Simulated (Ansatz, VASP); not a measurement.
## Pt: VASP beside Ansatz

File INCAR:

```
PREC = Accurate
ENCUT = 520
EDIFF = 1E-6
ISMEAR = 0
SIGMA = 0.15
LREAL = F
LASPH = T
NELM = 100
ALGO = Fast
ISIF = 2
LWAVE = F
LCHARG = F
GGA = PS
NBANDS = 17
```

The input KPOINTS:

```
regular mesh
0
Gamma
  24 24 14
```

The input POSCAR:

```
Pt
1.0
    2.6570403798      0.0000000000      0.0000000000
   -1.3285201899      2.3010644678      0.0000000000
    0.0000000000      0.0000000000      4.5891354900
Pt
2
Direct
    0.6666666667      0.3333333333      0.7500000000
    0.3333333333      0.6666666667      0.2500000000
```

Input for Ansatz:

```yaml
crystal:
  lattice:
    - [2.6570403798, 0.0, 0.0]
    - [-1.3285201899, 2.3010644678, 0.0]
    - [0.0, 0.0, 4.58913549]
  atoms:
    - { symbol: Pt, position: [0.6666666667, 0.3333333333, 0.75] }
    - { symbol: Pt, position: [0.3333333333, 0.6666666667, 0.25] }
basis:
  ecutwfc: 420
kpoints:
  mp_grid: { grid: [24, 24, 14] }
hamiltonian:
  xc: pbesol
scf:
  occupations: { method: gaussian, width: 0.15 }
output:
  forces: true
  stress: true
  eigenvalues: true
```

Change from the starting cell: strain -0.025 along x and y, -0.025 along z, atoms carried along.

Alike in both runs: task single point; functional PBEsol; k mesh 24 × 24 × 14; occupations gaussian, width 0.15 eV; no spin polarisation.

|  | VASP | Ansatz |
| --- | --- | --- |
| version | VASP 6.6.1 | Ansatz 0.2.0 |
| potentials or method | VASP PAW PBE potentials, release 64 (Pt), cutoff 520 eV | scalar-relativistic, plane waves, PAW |
| valence electrons in the cell | 20 | 36 |

```tsv
	VASP	Ansatz	Ansatz less VASP
gap on the k mesh at the Fermi level (eV)	none	none	-
pressure (GPa)	26.1	26.4	+0.34
traceless stress, the component that is largest in VASP (GPa)	-2.93	-2.82	+0.109
```

VASP's potentials were made for PBE, not for PBEsol. A gap of «none» marks a metal or a gap that the smearing closes. With one functional, cell and mesh, what is left measures potentials, basis and numerics. VASP's potentials hold 20 valence electrons a cell and Ansatz's 36, so a difference there can come from the potentials and not from the codes.

Neither program's run includes spin-orbit coupling.
